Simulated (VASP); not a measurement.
GaN:

```
Ga N
1.0
     3.18893    0.00000    0.00000
    -1.59447    2.76169    0.00000
     0.00000    0.00000    5.19236
Ga N
2 2
Cartesian
  1.5945 0.9206 2.5914
  0.0000 1.8411 5.1876
  1.5945 0.9206 4.5481
  0.0000 1.8411 1.9519
```

* Program: VASP 6.6.1
* Task: relaxation of cell and atoms
* Functional: PBE
* Potentials or basis: VASP PAW PBE potentials, release 64 (Ga_d, N)
* Cutoff: 600 eV
* k mesh: 12 × 12 × 6
* Occupations: gaussian, width 0.02 eV
* Spin: no spin polarisation

At the start: pressure 5.0 GPa; volume 11.43 Å³/atom.

Question: Where does the relaxation end?

Answer: Over 7 steps the energy falls by 5.0 meV/atom and the volume is 11.75 Å³/atom (+2.8 %); space group P6_3mc (No. 186, to 0.1 Å) before and after.

Step by step:
| step | energy change (eV) | largest force (eV/Å) | pressure (GPa) | volume (Å³) |
| --- | --- | --- | --- | --- |
| 1 | 0.0000 | 0.0058 | 5.04 | 45.73 |
| 2 | -0.0062 | 0.0042 | -3.78 | 48.15 |
| 3 | -0.0200 | 0.0003 | 0.03 | 47.03 |
| 4 | -0.0200 | 0.0002 | -0.47 | 47.05 |
| 5 | -0.0196 | 0.0039 | 0.70 | 46.84 |
| 6 | -0.0200 | 0.0010 | 0.06 | 47.00 |
| 7 | -0.0200 | 0.0011 | -0.03 | 47.01 |

Final structure:
```
Ga N
1.0
     3.21799    0.00000    0.00000
    -1.60899    2.78686    0.00000
     0.00000    0.00000    5.24153
Ga N
2 2
Direct
  0.66667 0.33333 0.49911
  0.33333 0.66667 0.99911
  0.66667 0.33333 0.87589
  0.33333 0.66667 0.37589
```
